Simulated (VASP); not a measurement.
A run of VASP 6.6.1:

Contents of INCAR:

```
SYSTEM = FeSi2
ALGO     = Normal         ! electronic algorithm
EDIFF    = 1E-6           ! SCF threshold, eV
EDIFFG   = -0.01          ! ionic threshold
ENCUT    = 600            ! plane-wave cutoff, eV
GGA      = PS             ! functional
IBRION   = 2              ! ionic algorithm
ISIF     = 3              ! what is computed and relaxed
ISMEAR   = 0              ! smearing method
ISPIN    = 2              ! spin polarisation
LASPH    = .TRUE.         ! aspherical terms in the spheres
LCHARG   = .FALSE.        ! write CHGCAR
LMAXMIX  = 4              ! l up to which the mixer works
LORBIT   = 11             ! projections on sites
LREAL    = .FALSE.        ! projectors in reciprocal space
LWAVE    = .FALSE.        ! write WAVECAR
MAGMOM   = 2.61 0 0       ! initial moments
NELM     = 150            ! most SCF steps
NSW      = 80             ! ionic steps
PREC     = Accurate       ! precision mode
SIGMA    = 0.1            ! smearing width, eV
```

Contents of KPOINTS:

```
k-points
0
G
  12 12 18
  0 0 0
```

POSCAR

```
FeSi2
1.0
    4.2449919650      0.0000000000      0.0000000000
   -2.1224959825      3.6762708806      0.0000000000
    0.0000000000      0.0000000000      2.4536180903
Fe Si
1 2
Direct
    0.0000000000      0.0000000000      0.0000000000
    0.3333333333      0.6666666667      0.5000000000
    0.6666666667      0.3333333333      0.5000000000
```

Potentials or basis: VASP PAW PBE potentials, release 64 (Fe, Si).

The run is started by

```sh
$ cat potpaw_PBE.64/Fe/POTCAR potpaw_PBE.64/Si/POTCAR > POTCAR
$ mpirun -np 1 vasp_std > vasp.out
```

Hardware: 1 thread of Oxide Virtual Turin-like Processor, with other jobs on the host.

Estimate the wall time of this run.

Run time: 16 min on 1 thread of Oxide Virtual Turin-like Processor (shared host), peak memory 0.31 GiB. Counts: scf iterations 42, k points 190, ion steps 5.
